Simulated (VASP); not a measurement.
Wanted: the native input for a VASP 6.6.1 run.

| Item | Value |
| --- | --- |
| Task | single point |
| Functional | PBEsol |
| Potentials or basis | VASP PAW PBE potentials, release 64 (Ni, Al) |
| Cutoff | 520 eV |
| k mesh | 8 × 8 × 8 |
| Occupations | fermi-dirac, width 0.05 eV |
| Spin | collinear spin, ferromagnetic start |
| Starting moments | [1.0, 0.0] μB |
| Dipole correction | no |
| Further INCAR settings | ALGO = Normal; EDIFF = 1e-06; NBANDS = 18 |

The structure of AlNi lies in POSCAR:

```
AlNi
1.0
    2.8810000000      0.0000000000      0.0000000000
    0.0000000000      2.8810000000      0.0000000000
    0.0000000000      0.0000000000      2.8233800000
Ni Al
1 1
Direct
    0.5000000000      0.5000000000      0.5000000000
    0.0000000000      0.0000000000      0.0000000000
```

These files were run (other wordings do the same):

INCAR

```
SYSTEM = AlNi
  ALGO = Normal
  EDIFF = 1E-6
  ENCUT = 520
  GGA = PS
  ISIF = 2
  ISMEAR = -1
  ISPIN = 2
  LASPH = .True.
  LCHARG = .False.
  LMAXMIX = 4
  LORBIT = 11
  LREAL = .False.
  LWAVE = .False.
  MAGMOM = 1 0
  NBANDS = 18
  NELM = 150
  PREC = Accurate
  SIGMA = 0.05
```

KPOINTS

```
k-points
0
Gamma
  8 8 8
  0 0 0
```

Potentials or basis: VASP PAW PBE potentials, release 64 (Ni, Al).

The run is started by

```sh
$ cat potpaw_PBE.64/Ni/POTCAR potpaw_PBE.64/Al/POTCAR > POTCAR
$ mpirun -np 1 vasp_std > vasp.out
```

It gave:

* Pressure: 0.5 GPa
* Net moment: 0.00 μB per cell
* Valence electrons inside the program's atomic spheres: Ni 9.51; Al 0.81

Caveat: the PAW data sets were made with another functional, which shifts forces and pressure a little.

Run time: 56 s on 1 thread of Intel Xeon 8259CL, with other jobs on the host, peak memory 0.18 GiB.
